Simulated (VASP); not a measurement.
Write the native input for VASP 6.6.1 that does the following.

```yaml
Task: single point
Functional: PBE
Potentials_or_basis: VASP PAW PBE potentials, release 64 (Cd, S, Zn, Se)
Cutoff: 520 eV
k_mesh: 4 × 4 × 2
Occupations: fermi-dirac, width 0.05 eV
Spin: no spin polarisation
Dipole_correction: no
Further_INCAR_settings: ALGO = Normal; EDIFF = 1e-06; NBANDS = 36
```

The structure of ZnCd2SeS2 lies in POSCAR:

```
ZnCd2SeS2
1.0
    2.9122460000     -2.9122460000      0.0000000000
    0.0000000000      2.9122460000     -2.9122460000
    5.7130060000      5.7130060000      5.7130060000
Cd S Zn Se
2 2 1 1
Direct
    0.0041990000      0.0186810000      0.9983580000
    0.3247760000      0.6516400000      0.3412930000
    0.0035410000      0.0007140000      0.2555780000
    0.3520800000      0.6739050000      0.5955170000
    0.6652560000      0.3269720000      0.6741360000
    0.6758460000      0.3505100000      0.9154380000
```

One way to write it, as run:

INCAR

```
ALGO     = Normal         # electronic algorithm
EDIFF    = 1E-6           # SCF threshold, eV
ENCUT    = 520            # plane-wave cutoff, eV
GGA      = PE             # functional
ISIF     = 2              # what is computed and relaxed
ISMEAR   = -1             # smearing method
LASPH    = True           # aspherical terms in the spheres
LCHARG   = False          # write CHGCAR
LREAL    = False          # projectors in reciprocal space
LWAVE    = False          # write WAVECAR
NBANDS   = 36             # bands
NELM     = 100            # most SCF steps
PREC     = Accurate       # precision mode
SIGMA    = 0.05           # smearing width, eV
```

KPOINTS

```
k-points
0
Gamma
  4 4 2
```

Potentials or basis: VASP PAW PBE potentials, release 64 (Cd, S, Zn, Se).

Command:

```bash
$ cat potpaw_PBE.64/Cd/POTCAR potpaw_PBE.64/S/POTCAR potpaw_PBE.64/Zn/POTCAR potpaw_PBE.64/Se/POTCAR > POTCAR
$ mpirun -np 1 vasp_std > vasp.out
```

It gave:

* Pressure: 3.6 GPa
* Largest force: 0.894 eV/Å
* Band gap on the k mesh: 1.08 eV

Caveat: the k points lie up to 0.44 Å⁻¹ apart.

Run time: 78 s on 1 thread of Intel(R) Xeon(R) Platinum 8375C CPU @ 2.90GHz (Ice Lake), on a shared host, peak memory 0.33 GiB.
